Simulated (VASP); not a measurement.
Set up this calculation in VASP 6.6.1, as the native input.

```yaml
Task: single point
Functional: PBEsol
Potentials_or_basis: VASP PAW PBE potentials, release 64 (Mn_pv, O)
Cutoff: 520 eV
k_mesh: 5 × 5 × 5
Occupations: fermi-dirac, width 0.05 eV
Spin: collinear spin, ferromagnetic start
Starting_moments: "[8.0, 8.0, 8.0, 8.0, 0.0, 0.0, 0.0, 0.0, 0.0, 0.0, 0.0, 0.0] μB"
Fixed_moment: 32 μB
Dipole_correction: no
Further_INCAR_settings: ALGO = Normal; EDIFF = 1e-07; NBANDS = 66
```

The structure of MnO2 lies in POSCAR:

```
MnO2
1.0
    0.0000000000      4.0199925062      4.0199925062
    4.0199925062      0.0000000000      4.0199925062
    4.0199925062      4.0199925062      0.0000000000
Mn O
4 8
Direct
    0.1250000000      0.1250000000      0.1250000000
    0.1250000000      0.1250000000      0.6250000000
    0.6250000000      0.1250000000      0.1250000000
    0.1250000000      0.6250000000      0.1250000000
    0.3609537633      0.3609537633      0.3609537633
    0.3609537633      0.3609537633      0.9171387100
    0.9171387100      0.3609537633      0.3609537633
    0.3609537633      0.9171387100      0.3609537633
    0.8890462367      0.8890462367      0.3328612900
    0.8890462367      0.8890462367      0.8890462367
    0.8890462367      0.3328612900      0.8890462367
    0.3328612900      0.8890462367      0.8890462367
```

One way to write it, as run:

INCAR

```
PREC     = Accurate       # precision mode
ENCUT    = 520            # plane-wave cutoff, eV
EDIFF    = 1E-7           # SCF threshold, eV
ISMEAR   = -1             # smearing method
SIGMA    = 0.05           # smearing width, eV
LREAL    = False          # projectors in reciprocal space
LASPH    = True           # aspherical terms in the spheres
NELM     = 150            # most SCF steps
ALGO     = Normal         # electronic algorithm
ISIF     = 2              # what is computed and relaxed
LWAVE    = False          # write WAVECAR
LCHARG   = False          # write CHGCAR
ISPIN    = 2              # spin polarisation
MAGMOM   = 8 8 8 8 0 0 0 0 0 0 0 0 # initial moments
LORBIT   = 11             # projections on sites
NUPDOWN  = 32.0           # fixed moment
LMAXMIX  = 4              # l up to which the mixer works
GGA      = PS             # functional
NBANDS   = 66             # bands
```

KPOINTS

```
Automatic mesh
0
Gamma
  5 5 5
```

Potentials or basis: VASP PAW PBE potentials, release 64 (Mn_pv, O).

Launch:

```bash
$ cat potpaw_PBE.64/Mn_pv/POTCAR potpaw_PBE.64/O/POTCAR > POTCAR
$ mpirun -np 1 vasp_std > vasp.out
```

It gave:

The pressure is 95.2 GPa and the largest force is 4.360 eV/Å. The net moment is 32.00 μB per cell and the site moments are Mn +4.48; O +1.26 μB. The valence electrons inside the program's atomic spheres are Mn 12.06; O 4.83.

Caveat: the cell stands under pressure; the PAW data sets were made with another functional, which shifts forces and pressure a little; the total moment is fixed, so each spin has its own Fermi level and the state may be an excited one; the run started ferromagnetic, and an antiferromagnetic order may lie lower in energy.

Wall time 18 min on 1 thread of Oxide Virtual Turin-like Processor, on a shared host, peak memory 0.34 GiB.
